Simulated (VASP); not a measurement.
A run of VASP 6.6.1:

Contents of INCAR:

```
SYSTEM = ZnO
PREC     = Accurate       ! precision mode
ENCUT    = 520            ! plane-wave cutoff, eV
EDIFF    = 1E-7           ! SCF threshold, eV
ISMEAR   = -1             ! smearing method
SIGMA    = 0.02           ! smearing width, eV
LREAL    = .FALSE.        ! projectors in reciprocal space
LASPH    = .TRUE.         ! aspherical terms in the spheres
NELM     = 120            ! most SCF steps
ALGO     = Normal         ! electronic algorithm
ISIF     = 2              ! what is computed and relaxed
LWAVE    = .FALSE.        ! write WAVECAR
LCHARG   = .FALSE.        ! write CHGCAR
GGA      = PE             ! functional
IBRION   = 2              ! ionic algorithm
NSW      = 80             ! ionic steps
EDIFFG   = -0.02          ! ionic threshold
GGA_COMPAT= .FALSE.      
NELMIN   = 4
```

Contents of KPOINTS:

```
regular mesh
0
G
  11 11 6
  0 0 0
```

POSCAR

```
ZnO
1.0
    3.2494000000      0.0000000000      0.0000000000
   -1.6247000000      2.8140629471      0.0000000000
    0.0000000000      0.0000000000      5.3078760000
Zn O
2 2
Direct
    0.3333333333      0.6666666667      0.0004799578
    0.6666666667      0.3333333333      0.5004799578
    0.3333333333      0.6666666667      0.3816200422
    0.6666666667      0.3333333333      0.8816200422
```

Potentials or basis: VASP PAW PBE potentials, release 64 (Zn, O).

The run is started by

```bash
$ cat potpaw_PBE.64/Zn/POTCAR potpaw_PBE.64/O/POTCAR > POTCAR
$ mpirun -np 1 vasp_std > vasp.out
```

Hardware: 1 thread of Intel(R) Xeon(R) Platinum 8259CL CPU @ 2.50GHz (Skylake/Cascade Lake) (shared host).

Q: How long does it take, and how much memory?

A: Run time: 2 min on 1 thread of Intel(R) Xeon(R) Platinum 8259CL CPU @ 2.50GHz (Skylake/Cascade Lake), with other jobs on the host, peak memory 0.19 GiB. Counts: scf iterations 31, k points 64, ion steps 3.
